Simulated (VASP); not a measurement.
# W (Im-3m) in VASP: a series of runs

The runs below take W through single point, relaxation of cell and atoms, with PBE+D3(BJ).

Program: VASP 6.6.1. These are calculated values, not measurements. Logs are shortened: lines on timing, memory, paths and dates and some standing lists are left out, and cuts for length are marked.

**1. The cell of the first run**

The structure is cubic, space group Im-3m (No. 229). Conventional cell: a = 3.159 Å, b = 3.159 Å, c = 3.159 Å, α = 90.00°, β = 90.00°, γ = 90.00°. W (site symmetry m-3m) has 14 W at 2.74 to 3.16 Å within 3.6 Å.

**2. Single point, PBE+D3(BJ)**

Input file INCAR:

```
SYSTEM = W
PREC     = Accurate       ! precision mode
ENCUT    = 520            ! plane-wave cutoff, eV
EDIFF    = 1E-6           ! SCF threshold, eV
ISMEAR   = 0              ! smearing method
SIGMA    = 0.1            ! smearing width, eV
LREAL    = .FALSE.        ! projectors in reciprocal space
LASPH    = .TRUE.         ! aspherical terms in the spheres
NELM     = 80             ! most SCF steps
ALGO     = Normal         ! electronic algorithm
ISIF     = 2              ! what is computed and relaxed
LWAVE    = .FALSE.        ! write WAVECAR
LCHARG   = .FALSE.        ! write CHGCAR
GGA      = PE             ! functional
IVDW     = 12             ! dispersion correction
NBANDS   = 13             ! bands
```

Input file KPOINTS:

```
Automatic mesh
0
G
  18 18 18
  0 0 0
```

Input file POSCAR:

```
W
1.0
   -1.5797448388      1.5797448388      1.5797448388
    1.5797448388     -1.5797448388      1.5797448388
    1.5797448388      1.5797448388     -1.5797448388
W
1
Direct
    0.0000000000      0.0000000000      0.0000000000
```

Potentials or basis: VASP PAW PBE potentials, release 64 (W_sv).

The run is started by

```bash
$ cat potpaw_PBE.64/W_sv/POTCAR > POTCAR
$ mpirun -np 1 vasp_std > vasp.out
```

OUTCAR:

```text
SYSTEM = W
   PREC = Accurate
   ENCUT = 520
   EDIFF = 1E-6
   ISMEAR = 0
   LREAL = .FALSE.
   LASPH = .TRUE.
   NELM = 80
   ISIF = 2
   GGA = PE
   IVDW = 12
 IVDW          = 12

 ion  position               nearest neighbor table
   1  0.000  0.000  0.000-

  LATTYP: Found a body centered cubic cell.
 ALAT       =     3.1594896776

  Lattice vectors:

 A1 = (  -1.5797448388,   1.5797448388,   1.5797448388)
 A2 = (   1.5797448388,  -1.5797448388,   1.5797448388)
 A3 = (   1.5797448388,   1.5797448388,  -1.5797448388)

Analysis of symmetry for initial positions (statically):
=====================================================================
 Subroutine PRICEL returns:
 Original cell was already a primitive cell.

 Routine SETGRP: Setting up the symmetry group for a
 body centered cubic supercell.

 Subroutine GETGRP returns: Found 48 space group operations
 (whereof 48 operations were pure point group operations)
 out of a pool of 48 trial point group operations.

The static configuration has the point symmetry O_h .

Analysis of symmetry for dynamics (positions and initial velocities):
=====================================================================
 Subroutine PRICEL returns:
 Original cell was already a primitive cell.

 Routine SETGRP: Setting up the symmetry group for a
 body centered cubic supercell.

 Subroutine GETGRP returns: Found 48 space group operations
 (whereof 48 operations were pure point group operations)
 out of a pool of 48 trial point group operations.

The dynamic configuration has the point symmetry O_h .

 Subroutine INISYM returns: Found 48 space group operations
 (whereof 48 operations are pure point group operations),
 and found     1 'primitive' translations

----------------------------------------------------------------------------------------

                                     Primitive cell

  volume of cell :      15.7696

  direct lattice vectors                    reciprocal lattice vectors
    -1.579744839  1.579744839  1.579744839     0.000000000  0.316506810  0.316506810
     1.579744839 -1.579744839  1.579744839     0.316506810  0.000000000  0.316506810
     1.579744839  1.579744839 -1.579744839     0.316506810  0.316506810  0.000000000

  length of vectors
     2.736198324  2.736198324  2.736198324     0.447608224  0.447608224  0.447608224

  position of ions in fractional coordinates (direct lattice)
     0.000000000  0.000000000  0.000000000

  ion indices of the primitive-cell ions
   primitive index   ion index
                 1           1

----------------------------------------------------------------------------------------

 KPOINTS: Automatic mesh

Automatic generation of k-mesh.
 Grid dimensions read from file:
 generate k-points for:   18   18   18

 Generating k-lattice:

  Cartesian coordinates                     Fractional coordinates (reciprocal lattice)
     0.000000000  0.017583712  0.017583712     0.055555556  0.000000000  0.000000000
     0.017583712  0.000000000  0.017583712     0.000000000  0.055555556  0.000000000
     0.017583712  0.017583712  0.000000000     0.000000000  0.000000000  0.055555556

  Length of vectors
     0.024867124  0.024867124  0.024867124

  Shift w.r.t. Gamma in fractional coordinates (k-lattice)
     0.000000000  0.000000000  0.000000000

 Subroutine IBZKPT returns following result:
 ===========================================

 Found    195 irreducible k-points:

 Following reciprocal coordinates:
            Coordinates               Weight
  0.000000  0.000000  0.000000      1.000000
  0.055556  0.000000  0.000000     12.000000
  0.111111  0.000000  0.000000     12.000000
  0.166667  0.000000  0.000000     12.000000
  0.222222  0.000000  0.000000     12.000000
  0.277778  0.000000  0.000000     12.000000
[... 16 lines left out ...]
  0.333333  0.111111  0.000000     48.000000
  0.388889  0.111111  0.000000     48.000000
 [... further k-points ...]
   k-points           NKPTS =    195   k-points in BZ     NKDIM =    195   number of bands    NBANDS=     13
   number of dos      NEDOS =    301   number of ions     NIONS =      1
   total plane-waves  NPLWV =   8000
   dimension x,y,z NGX =    20 NGY =   20 NGZ =   20
   dimension x,y,z NGXF=    40 NGYF=   40 NGZF=   40
   ions per type =               1
   NGX,Y,Z   is equivalent  to a cutoff of  12.15, 12.15, 12.15 a.u.
   NGXF,Y,Z  is equivalent  to a cutoff of  24.30, 24.30, 24.30 a.u.
 SYSTEM =  W
   PREC   = accura    normal or accurate (medium, high low for compatibility)
   ISTART =      0    job   : 0-new  1-cont  2-samecut
   ICHARG =      2    charge: 1-file 2-atom 10-const
   ISPIN  =      1    spin polarized calculation?
   LNONCOLLINEAR =      F non collinear calculations
   LSORBIT =      F    spin-orbit coupling
   LASPH  =      T    aspherical Exc in radial PAW
   ENCUT  =  520.0 eV  38.22 Ry    6.18 a.u.   5.09  5.09  5.09*2*pi/ulx,y,z
   NELM   =     80;   NELMIN=  2; NELMDL= -5     # of ELM steps
   EDIFF  = 0.1E-05   stopping-criterion for ELM
   LREAL  =      F    real-space projection
   EDIFFG = 0.1E-04   stopping-criterion for IOM
   NSW    =      0    number of steps for IOM
   IBRION =     -1    ionic relax: 0-MD 1-quasi-New 2-CG
   NFREE  =      0    steps in history (QN), initial steepest desc. (CG)
   ISIF   =      2    stress and relaxation
   ISYM   =      2    0-nonsym 1-usesym 2-fastsym
   POTIM  = 0.5000    time-step for ionic-motion
   TEBEG  =    0.0;   TEEND  =   0.0 temperature during run
   PSTRESS=    0.0 pullay stress
   NELECT =      14.0000    total number of electrons
   NUPDOWN=      -1.0000    fix difference up-down
   EMIN   =  10.00;   EMAX   =-10.00  energy-range for DOS
   EFERMI =   0.00;   METHOD = LEGACY
   ISMEAR =     0;   SIGMA  =   0.10  broadening in eV -4-tet -1-fermi 0-gaus
   EFERMI_NEDOS =   21; number of points for ismear=-14 and -15
   IALGO  =     38    algorithm
   IMIX   =      4    mixing-type and parameters
     AMIX     =   0.40;   BMIX     =  1.00
     AMIX_MAG =   1.60;   BMIX_MAG =  1.00
  volume/ion in A,a.u.               =      15.77       106.42
  Fermi-wavevector in a.u.,A,eV,Ry     =   1.573417  2.973327 33.683151  2.475642
  Thomas-Fermi vector in A             =   2.674705
   LORBIT       =      0    0 simple, 1 ext, 2 COOP (PROOUT), +10 PAW based schemes
   GGA     = PE    functional components
   LHFCALC =     F    Hartree Fock is set to
   AEXX    =    0.0000 exact exchange contribution
   IVDW    =    12    specifies the selected vdW correction
   LEPSILON=     F    determine dielectric tensor
   LRPA    =     F    only Hartree local field effects (RPA)
 non-spin polarized calculation
 Gauss-broadening in eV      SIGMA  =   0.10
  energy-cutoff  :      520.00
  volume of cell :       15.77
 maximum number of plane-waves:       438
   NGX = 11   NGY = 11   NGZ = 11

 number of electron      14.0000004 magnetization

 Free energy of the ion-electron system (eV)
  ---------------------------------------------------
  ext. energy  EPLUGINS =         0.00000000
  ---------------------------------------------------
  free energy    TOTEN  =       -12.94159040 eV

  energy without entropy =      -12.93814614  energy(sigma->0) =      -12.93986827

 E-fermi :  11.5156     XC(G=0): -13.6698

 val. band max:       11.5127193727   @ k =  -0.2778   0.3333   0.2222
 cond. band min:      11.5267444547   @ k =   0.5000   0.5000   0.2222
 fundamental gap:      0.0140250819
 Fermi energy:        11.5156422973

 k-point     1 :       0.0000    0.0000    0.0000
  band No.  band energies     occupation
      1     -62.6540      2.00000
      2     -26.2084      2.00000
      3     -26.2084      2.00000
      4     -26.2084      2.00000
      5       1.8528      2.00000
      6      10.2831      2.00000
      7      10.2831      2.00000
      8      10.2831      2.00000
      9      13.7947      0.00000
     10      13.7947      0.00000
     11      26.0475      0.00000
     12      26.0475      0.00000
     13      26.0475      0.00000

 k-point     2 :       0.0556    0.0000    0.0000
  band No.  band energies     occupation
      1     -62.6498      2.00000
      2     -26.2513      2.00000
      3     -26.2217      2.00000
      4     -26.2086      2.00000
      5       2.0038      2.00000
      6      10.1905      2.00000
      7      10.2626      2.00000
      8      10.4286      2.00000
      9      13.6444      0.00000
     10      13.7952      0.00000
     11      26.1780      0.00000
     12      26.3041      0.00000
     13      26.4230      0.00000

 k-point     3 :       0.1111    0.0000    0.0000
  band No.  band energies     occupation
      1     -62.6380      2.00000
      2     -26.3733      2.00000
      3     -26.2599      2.00000
      4     -26.2092      2.00000
      5       2.4396      2.00000
      6       9.9350      2.00000
      7      10.1732      2.00000
      8      10.8602      2.00000
      9      13.3234      0.00000
     10      13.8044      0.00000
     11      26.5065      0.00000
     12      27.0501      0.00000
     13      27.3825      0.00000
[... 305 lines left out ...]
 k-point    23 :       0.3333    0.1111    0.0000
  band No.  band energies     occupation
      1     -62.5278      2.00000
      2     -27.3480      2.00000
      3     -26.6253      2.00000
      4     -26.2724      2.00000
      5       5.6601      2.00000
      6       8.2240      2.00000
      7      10.2006      2.00000
      8      13.4797      0.00000
      9      14.6762      0.00000
     10      16.9432      0.00000
     11      23.6062      0.00000
     12      24.9250      0.00000
     13      29.4421      0.00000

 k-point    24 :       0.3889    0.1111    0.0000
  band No.  band energies     occupation
      1     -62.5165      2.00000
      2     -27.4377      2.00000
      3     -26.6696      2.00000
      4     -26.2739      2.00000
      5       5.6525      2.00000
      6       8.0814      2.00000
      7      10.9367      2.00000
      8      13.5660      0.00000
      9      14.9084      0.00000
     10      17.9969      0.00000
     11      22.5201      0.00000
     12      24.1156      0.00000
     13      28.4205      0.00000

 [... further k-points ...]

------------------------ aborting loop because EDIFF is reached ----------------------------------------

 Edisp (eV)   -0.69903

 E8    (eV) :    -0.3584

  FORCE on cell =-STRESS in cart. coord.  units (eV):
  Direction    XX          YY          ZZ          XY          YZ          ZX
  --------------------------------------------------------------------------------------
  -------------------------------------------------------------------------------------
  Total       0.05348     0.05348     0.05348     0.00000    -0.00000     0.00000
  in kB       5.43390     5.43390     5.43390     0.00000    -0.00000     0.00000
  external pressure =        5.43 kB  Pullay stress =        0.00 kB

 VOLUME and BASIS-vectors are now :
 -----------------------------------------------------------------------------
  energy-cutoff  :      520.00
  volume of cell :       15.77
      direct lattice vectors                 reciprocal lattice vectors
    -1.579744839  1.579744839  1.579744839     0.000000000  0.316506810  0.316506810
     1.579744839 -1.579744839  1.579744839     0.316506810  0.000000000  0.316506810
     1.579744839  1.579744839 -1.579744839     0.316506810  0.316506810  0.000000000

 POSITION                                       TOTAL-FORCE (eV/Angst)
 -----------------------------------------------------------------------------------
      0.00000      0.00000      0.00000         0.000000      0.000000     -0.000000
 -----------------------------------------------------------------------------------
    total drift:                                0.000000     -0.000000      0.000000

  FREE ENERGIE OF THE ION-ELECTRON SYSTEM (eV)
  ---------------------------------------------------
  free  energy   TOTEN  =       -13.6406231356 eV

  energy  without entropy=      -13.6371788790  energy(sigma->0) =      -13.63890101
```

Wall time 23 s (1 thread of Intel Xeon Platinum 8375C at 2.90GHz (Ice Lake), shared host); peak memory 0.16 GiB.

What came out:

- Free energy: -13.6406 eV
- Pressure: 0.5 GPa
- Band gap on the k mesh: zero (band 7 reaches 16.73 eV, above the bottom of band 8 at 10.28 eV)
- Dispersion energy per atom: -0.699 eV

Caveat: spin-orbit coupling is left out, which moves the levels of the heavy elements; pairwise dispersion overbinds metals, which lowers pressure and volume.

**3. Relaxation of cell and atoms, PBE+D3(BJ)**

This run uses another cell than the first one, of 15.85 Å³/atom, 1.005 times its volume.

Input file INCAR:

```
SYSTEM = W
PREC = Accurate
ENCUT = 600
EDIFF = 1E-6
ISMEAR = 0
SIGMA = 0.1
LREAL = .FALSE.
LASPH = .TRUE.
NELM = 100
ALGO = Fast
ISIF = 3
LWAVE = .FALSE.
LCHARG = .FALSE.
GGA = PE
IVDW = 12
IBRION = 2
NSW = 100
EDIFFG = -0.005
```

KPOINTS is that of step 2.

Input file POSCAR:

```
W
1.0
   -1.5823450000      1.5823450000      1.5823450000
    1.5823450000     -1.5823450000      1.5823450000
    1.5823450000      1.5823450000     -1.5823450000
W
1
Direct
    0.0000000000      0.0000000000      0.0000000000
```

Potentials or basis: VASP PAW PBE potentials, release 64 (W_sv).

The run is started by

```bash
$ cat potpaw_PBE.64/W_sv/POTCAR > POTCAR
$ mpirun -np 1 vasp_std > vasp.out
```

It took 61 s on 1 thread of Intel Xeon Platinum 8375C at 2.90GHz (Ice Lake), shared host; peak memory 0.18 GiB.

The run converged. Its results:

* Free energy: -13.6409 eV
* Relaxed volume: 15.80 Å³/atom
* Relaxed cell: a = 2.738 Å, b = 2.738 Å, c = 2.738 Å, α = 109.47°, β = 109.47°, γ = 109.47°
* Space group after relaxing (to 0.05 Å): Im-3m (No. 229)
* Energy gained by relaxing: 0.2 meV/atom
* Ionic steps: 3
* Pressure after relaxing: 0.0 GPa
* Band gap on the k mesh: zero (band 7 reaches 16.69 eV, above the bottom of band 8 at 10.26 eV)
* Dispersion energy per atom: -0.698 eV

The path:
```
step  energy change (eV)  largest force (eV/Å)  pressure (GPa)  volume (Å³)
   1              0.0000                0.0000           -0.96        15.85
   2              0.0017                0.0000            3.70        15.63
   3             -0.0002                0.0000            0.04        15.80
```

Final structure:
```yaml
crystal:
  lattice:
    - [-1.58066, 1.58066, 1.58066]
    - [1.58066, -1.58066, 1.58066]
    - [1.58066, 1.58066, -1.58066]
  atoms:
    - { symbol: W, position: [0.00000, 0.00000, 0.00000] }
```

Levels at points of the mesh, in eV from the Fermi level:
| k point | band 3 | band 4 | band 5 | band 6 | band 7 | band 8 | band 9 | band 10 | band 11 |
| --- | --- | --- | --- | --- | --- | --- | --- | --- | --- |
| (0.00, 0.00, 0.00) | -37.73 | -37.73 | -9.65 | -1.23 | -1.23 | -1.23 | 2.27 | 2.27 | 14.53 |
| (0.50, 0.00, 0.00) | -38.15 | -37.74 | -6.30 | -3.58 | 0.69 | 2.17 | 3.15 | 6.19 | 11.50 |
| (0.50, 0.50, 0.50) | -38.64 | -38.64 | -5.86 | -5.86 | 5.20 | 5.20 | 5.20 | 8.28 | 8.28 |

Caveat: spin-orbit coupling is left out, which moves the levels of the heavy elements; pairwise dispersion overbinds metals, which lowers pressure and volume.

**4. Single point, PBE+D3(BJ)**

This run uses another cell than the first one, of 15.85 Å³/atom, 1.005 times its volume.

Input file INCAR:

```
  PREC = Accurate
  ENCUT = 500
  EDIFF = 1E-6
  ISMEAR = 0
  SIGMA = 0.1
  LREAL = F
  LASPH = T
  NELM = 120
  ALGO = Normal
  ISIF = 2
  LWAVE = F
  LCHARG = F
  GGA = PE
  IVDW = 12
  NBANDS = 13
  GGA_COMPAT = F
```

Input file KPOINTS:

```
regular mesh
0
Gamma
  8 8 8
```

POSCAR is that of step 3.

The run is started by

```bash
$ cat potpaw_PBE.64/W_sv/POTCAR > POTCAR
$ mpirun -np 1 vasp_std > vasp.out
```

Run time: 4.8 s. Hardware: 1 thread of Intel Xeon 6975P-C, shared host; peak memory 0.13 GiB.

The run converged. Its results:

- Free energy: -13.6446 eV
- Pressure: -0.6 GPa
- Band gap on the k mesh: zero (band 7 reaches 16.62 eV, above the bottom of band 8 at 10.22 eV)
- Dispersion energy per atom: -0.695 eV

Levels at points of the mesh, in eV from the Fermi level:
| k point | band 3 | band 4 | band 5 | band 6 | band 7 | band 8 | band 9 | band 10 | band 11 | band 12 |
| --- | --- | --- | --- | --- | --- | --- | --- | --- | --- | --- |
| (0.00, 0.00, 0.00) | -37.52 | -37.52 | -9.42 | -1.01 | -1.01 | -1.01 | 2.48 | 2.48 | 14.74 | 14.74 |
| (0.50, 0.00, 0.00) | -37.94 | -37.53 | -6.06 | -3.35 | 0.90 | 2.38 | 3.36 | 6.38 | 11.31 | 11.71 |
| (0.50, 0.50, 0.50) | -38.43 | -38.43 | -5.62 | -5.62 | 5.39 | 5.39 | 5.39 | 8.47 | 8.47 | 8.47 |

Caveat: spin-orbit coupling is left out, which moves the levels of the heavy elements; pairwise dispersion overbinds metals, which lowers pressure and volume.

**5. The runs side by side**

| task | cell | k mesh | cutoff (eV) | gap on the mesh (eV) | pressure (GPa) |
| --- | --- | --- | --- | --- | --- |
| single point | a = 2.736 Å, angles 109.5°, 1 atom | 18 × 18 × 18 | 520 | none | 0.5 |
| relaxation of cell and atoms | relaxed from a = 2.741 Å, angles 109.5°, 1 atom | 18 × 18 × 18 | 600 | none | 0.0 |
| single point | a = 2.741 Å, angles 109.5°, 1 atom | 8 × 8 × 8 | 500 | none | -0.6 |

Alike in all rows: level PBE+D3(BJ); potentials or basis VASP PAW PBE potentials, release 64 (W_sv); no spin polarisation; smearing gaussian 0.1 eV.

Caveats: spin-orbit coupling is left out, which moves the levels of the heavy elements; pairwise dispersion overbinds metals, which lowers pressure and volume.

Total energies depend on the potentials used, so only differences within one code and one set of settings carry meaning.
